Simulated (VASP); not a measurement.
# TiAl3 (I4/mmm) in VASP: a series of runs, part 2 of 2

VASP 6.6.1. Earlier steps stand in the parts before.

### Step 3. Single point, PBE (volume 14.236 Å^3 an atom, c/a of the conventional cell 2.1832)

Input file INCAR:

```
SYSTEM = TiAl3
  PREC = Accurate
  ENCUT = 520
  EDIFF = 1E-6
  ISMEAR = 0
  SIGMA = 0.15
  LREAL = .False.
  LASPH = .True.
  NELM = 100
  ALGO = Fast
  ISIF = 2
  LWAVE = .False.
  LCHARG = .True.
  GGA = PE
  LELF = .True.
  LVHAR = .True.
  NBANDS = 18
```

Input file KPOINTS:

```
Automatic mesh
0
Gamma
  16 16 16
  0 0 0
```

Input file POSCAR:

```
TiAl3
1.0
   -1.8682349206      1.8682349206      4.0787304787
    1.8682349206     -1.8682349206      4.0787304787
    1.8682349206      1.8682349206     -4.0787304787
Ti Al
1 3
Direct
    0.0000000000      0.0000000000      0.0000000000
    0.5000000000      0.5000000000      0.0000000000
    0.7500000000      0.2500000000      0.5000000000
    0.2500000000      0.7500000000      0.5000000000
```

Potentials or basis: VASP PAW PBE potentials, release 64 (Ti_sv, Al).

Command:

```
> cat potpaw_PBE.64/Ti_sv/POTCAR potpaw_PBE.64/Al/POTCAR > POTCAR
> mpirun -np 1 vasp_std > vasp.out
```

OUTCAR:

```text
SYSTEM = TiAl3
   PREC = Accurate
   ENCUT = 520
   EDIFF = 1E-6
   ISMEAR = 0
   LREAL = .False.
   LASPH = .True.
   NELM = 100
   ISIF = 2
   GGA = PE

 ion  position               nearest neighbor table
   1  0.000  0.000  0.000-   2 2.64   2 2.64   2 2.64   2 2.64   4 2.77   3 2.77   4 2.77   4 2.77
                             3 2.77   3 2.77   4 2.77   3 2.77
   2  0.500  0.500  0.000-   1 2.64   1 2.64   1 2.64   1 2.64   4 2.77   3 2.77   4 2.77   3 2.77
                             4 2.77   4 2.77   3 2.77   3 2.77
   3  0.750  0.250  0.500-   4 2.64   4 2.64   4 2.64   4 2.64   2 2.77   1 2.77   2 2.77   1 2.77
                             2 2.77   2 2.77   1 2.77   1 2.77
   4  0.250  0.750  0.500-   3 2.64   3 2.64   3 2.64   3 2.64   2 2.77   1 2.77   2 2.77   2 2.77
[... 710 lines left out ...]
  Total        4.6885590      4.6885590      6.5495498      0.0000000      0.0000000      0.0000000
  in kB      131.9173731    131.9173731    184.2782432      0.0000000      0.0000000      0.0000000
  external PRESSURE =     149.3709965 kB  Pullay stress =       0.0000000 kB

 VOLUME and BASIS-vectors are now :
 -----------------------------------------------------------------------------
  energy-cutoff  :      520.00
  volume of cell :       56.94
      direct lattice vectors                 reciprocal lattice vectors
    -1.868234921  1.868234921  4.078730479     0.000000000  0.267632295  0.122587163
     1.868234921 -1.868234921  4.078730479     0.267632295  0.000000000  0.122587163
     1.868234921  1.868234921 -4.078730479     0.267632295  0.267632295  0.000000000

 POSITION                                       TOTAL-FORCE (eV/Angst)
 -----------------------------------------------------------------------------------
      0.00000      0.00000      0.00000        -0.000000      0.000000     -0.000000
      0.00000      0.00000      4.07873        -0.000000      0.000000     -0.000000
      0.00000      1.86823      2.03937         0.000000     -0.000000     -0.000000
      1.86823      0.00000      2.03937        -0.000000      0.000000      0.000000
 -----------------------------------------------------------------------------------
    total drift:                               -0.000000      0.000000      0.000000

  FREE ENERGIE OF THE ION-ELECTRON SYSTEM (eV)
  ---------------------------------------------------
  free  energy   TOTEN  =       -20.3666264376 eV

  energy  without entropy=      -20.3470313913  energy(sigma->0) =      -20.35682891
```

Wall time 7 min (1 thread of Intel Xeon 6975P-C (Granite Rapids), shared host); peak memory 0.47 GiB.

Results:

```yaml
Free_energy: -20.3666 eV
Pressure: 14.9 GPa
```

Levels at points of the mesh, in eV from the Fermi level:
```tsv
k point	band 7	band 8	band 9	band 10	band 11	band 12	band 13	band 14	band 15	band 16
(0.00, 0.00, 0.00)	-2.57	-1.66	-1.43	-1.43	0.87	1.81	1.81	2.24	2.96	4.33
(0.50, 0.00, 0.00)	-3.83	-2.84	-1.23	-0.25	0.49	1.99	2.11	3.04	3.21	4.98
(0.50, 0.50, 0.00)	-4.57	-4.01	-2.85	-2.21	-1.04	1.95	2.14	3.05	3.21	3.77
(0.50, 0.50, 0.50)	-2.28	-1.05	-1.05	-0.29	0.72	0.72	1.04	3.30	5.55	6.63
```

### Step 4. Single point, PBE (volume 15.935 Å^3 an atom, c/a of the conventional cell 2.1832)

Input file INCAR:

```
SYSTEM = TiAl3
PREC     = Accurate       ! precision mode
ENCUT    = 520            ! plane-wave cutoff, eV
EDIFF    = 1E-7           ! SCF threshold, eV
ISMEAR   = 0              ! smearing method
SIGMA    = 0.15           ! smearing width, eV
LREAL    = .FALSE.        ! projectors in reciprocal space
LASPH    = .TRUE.         ! aspherical terms in the spheres
NELM     = 80             ! most SCF steps
ALGO     = Fast           ! electronic algorithm
ISIF     = 2              ! what is computed and relaxed
LWAVE    = .FALSE.        ! write WAVECAR
LCHARG   = .TRUE.         ! write CHGCAR
GGA      = PE             ! functional
LELF     = .TRUE.         ! ELF
LVHAR    = .TRUE.       
NBANDS   = 18             ! bands
```

Input file KPOINTS:

```
regular mesh
0
G
  16 16 16
  0 0 0
```

Input file POSCAR:

```
TiAl3
1.0
   -1.9397934874      1.9397934874      4.2349571417
    1.9397934874     -1.9397934874      4.2349571417
    1.9397934874      1.9397934874     -4.2349571417
Ti Al
1 3
Direct
    0.0000000000      0.0000000000      0.0000000000
    0.5000000000      0.5000000000      0.0000000000
    0.7500000000      0.2500000000      0.5000000000
    0.2500000000      0.7500000000      0.5000000000
```

Command:

```
> cat potpaw_PBE.64/Ti_sv/POTCAR potpaw_PBE.64/Al/POTCAR > POTCAR
> mpirun -np 1 vasp_std > vasp.out
```

It took 18 min on 1 thread of Intel Xeon 6975P-C (Granite Rapids), shared host; peak memory 0.55 GiB.

The run converged. Its results:

* Free energy: -20.6551 eV
* Pressure: 0.0 GPa

Stress tensor (GPa, compression positive):
```
-1.55  0.00  0.00
 0.00 -1.55  0.00
 0.00  0.00  2.96
```

Levels at points of the mesh, in eV from the Fermi level:
```
           k point  band 9  band 10  band 11  band 12  band 13  band 14
(0.00, 0.00, 0.00)   -1.31    -1.31     0.77     1.58     1.58     2.20
(0.50, 0.00, 0.00)   -1.13    -0.19     0.44     1.70     1.93     2.68
(0.50, 0.50, 0.00)   -2.76    -2.15    -0.92     1.66     1.84     2.81
(0.50, 0.50, 0.50)   -1.08    -0.23     0.67     0.67     0.91     3.05
```

### Step 5. Single point, PBE (volume 15.935 Å^3 an atom, c/a of the conventional cell 2.3655)

Input file INCAR:

```
PREC = Accurate ; ENCUT = 520
EDIFF = 1E-7 ; ISMEAR = 0
SIGMA = 0.15 ; LREAL = False
LASPH = True ; NELM = 60
ALGO = Fast ; ISIF = 2
LWAVE = False ; LCHARG = True
GGA = PE ; LELF = True
LVHAR = True ; NBANDS = 18
```

Input file KPOINTS:

```
Automatic mesh
0
Gamma
  16 16 16
```

Input file POSCAR:

```
TiAl3
1.0
   -1.8886247948      1.8886247948      4.4675419520
    1.8886247948     -1.8886247948      4.4675419520
    1.8886247948      1.8886247948     -4.4675419520
Ti Al
1 3
Direct
    0.0000000000      0.0000000000      0.0000000000
    0.5000000000      0.5000000000      0.0000000000
    0.7500000000      0.2500000000      0.5000000000
    0.2500000000      0.7500000000      0.5000000000
```

Command:

```
> cat potpaw_PBE.64/Ti_sv/POTCAR potpaw_PBE.64/Al/POTCAR > POTCAR
> mpirun -np 1 vasp_std > vasp.out
```

Wall time 14 min (1 thread of Intel Xeon 6975P-C (Granite Rapids), shared host); peak memory 0.54 GiB.

Results (log left out):

```yaml
Free_energy: -20.6002 eV
Pressure: 0.5 GPa
```

Stress tensor (GPa, compression positive):
```
 3.81  0.00  0.00
 0.00  3.81  0.00
 0.00  0.00 -6.21
```

Levels at points of the mesh, in eV from the Fermi level:
| k point | band 8 | band 9 | band 10 | band 11 | band 12 | band 13 | band 14 | band 15 |
| --- | --- | --- | --- | --- | --- | --- | --- | --- |
| (0.00, 0.00, 0.00) | -1.30 | -1.03 | -1.03 | 0.88 | 1.98 | 1.98 | 2.27 | 2.64 |
| (0.50, 0.00, 0.00) | -3.18 | -0.91 | -0.42 | 0.61 | 1.90 | 2.31 | 2.62 | 3.34 |
| (0.50, 0.50, 0.00) | -3.77 | -2.58 | -2.33 | -1.08 | 1.84 | 2.04 | 2.36 | 2.68 |
| (0.50, 0.50, 0.50) | -0.65 | -0.65 | -0.28 | 0.75 | 0.75 | 0.96 | 2.97 | 4.70 |

### Step 6. Overview

```tsv
cell	further INCAR settings	gap on the mesh (eV)	pressure (GPa)
a = 4.761 Å, angles 134.8, 134.8, 65.9°, 4 atoms	ALGO = Fast; EDIFF = 1e-07; NBANDS = 18	none	26.1
a = 4.860 Å, angles 134.8, 134.8, 65.9°, 4 atoms	ALGO = Fast; EDIFF = 1e-06; NBANDS = 18	none	14.9
a = 5.046 Å, angles 134.8, 134.8, 65.9°, 4 atoms	ALGO = Fast; EDIFF = 1e-07; NBANDS = 18	none	0.0
a = 5.205 Å, angles 137.5, 137.5, 61.7°, 4 atoms	ALGO = Fast; EDIFF = 1e-07; NBANDS = 18	none	0.5
```

Alike in all rows: task single point; level PBE; potentials or basis VASP PAW PBE potentials, release 64 (Ti_sv, Al); no spin polarisation; k mesh 16 × 16 × 16; cutoff (eV) 520; smearing gaussian 0.15 eV.

Absolute energies hang on the potentials; compare differences alone.
